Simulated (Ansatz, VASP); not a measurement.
# One calculation of BeSe3, two programs

File INCAR:

```
SYSTEM = BeSe3
PREC = Accurate ; ENCUT = 520
EDIFF = 1E-6 ; ISMEAR = 0
SIGMA = 0.1 ; LREAL = .FALSE.
LASPH = .TRUE. ; NELM = 100
ALGO = Normal ; ISIF = 2
LWAVE = .FALSE. ; LCHARG = .FALSE.
GGA = PE ; NBANDS = 18
```

The input KPOINTS:

```
regular mesh
0
G
  6 6 6
  0 0 0
```

POSCAR

```
BeSe3
1.0
   -2.1298165012      2.1298165012      4.7575121846
    2.1298165012     -2.1298165012      4.7575121846
    2.1298165012      2.1298165012     -4.7575121846
Be Se
1 3
Direct
    0.0000000000      0.0000000000      0.0000000000
    0.5000000000      0.5000000000      0.0000000000
    0.2500000000      0.7500000000      0.5000000000
    0.7500000000      0.2500000000      0.5000000000
```

Input for Ansatz:

```yaml
crystal:
  lattice:
    - [-2.1298165012, 2.1298165012, 4.7575121846]
    - [2.1298165012, -2.1298165012, 4.7575121846]
    - [2.1298165012, 2.1298165012, -4.7575121846]
  atoms:
    - { symbol: Be, position: [0.0, 0.0, 0.0] }
    - { symbol: Se, position: [0.5, 0.5, 0.0] }
    - { symbol: Se, position: [0.25, 0.75, 0.5] }
    - { symbol: Se, position: [0.75, 0.25, 0.5] }
basis:
  ecutwfc: 420
kpoints:
  mp_grid: { grid: [6, 6, 6] }
hamiltonian:
  xc: pbe
scf:
  occupations: { method: gaussian, width: 0.1 }
  lower_state_search: "off"
output:
  forces: true
  stress: true
  eigenvalues: true
```

Alike in both runs: task single point; functional PBE; k mesh 6 × 6 × 6; occupations gaussian, width 0.1 eV; no spin polarisation.

```csv
,VASP,Ansatz
version,VASP 6.6.1,Ansatz 0.2.0
potentials or method,"VASP PAW PBE potentials, release 64 (Be, Se), cutoff 520 eV","scalar-relativistic, plane waves, PAW"
valence electrons in the cell,20,50
```

|  | VASP | Ansatz | Ansatz less VASP |
| --- | --- | --- | --- |
| gap on the k mesh at the Fermi level (eV) | none | none | - |
| pressure (GPa) | -7.6 | -7.6 | 0.00 |
| traceless stress, the component that is largest in VASP (GPa) | 5.56 | 5.56 | 0.000 |

A gap of «none» marks a metal or a gap that the smearing closes. VASP's potentials hold 20 valence electrons a cell and Ansatz's 50, so a difference there can come from the potentials and not from the codes.
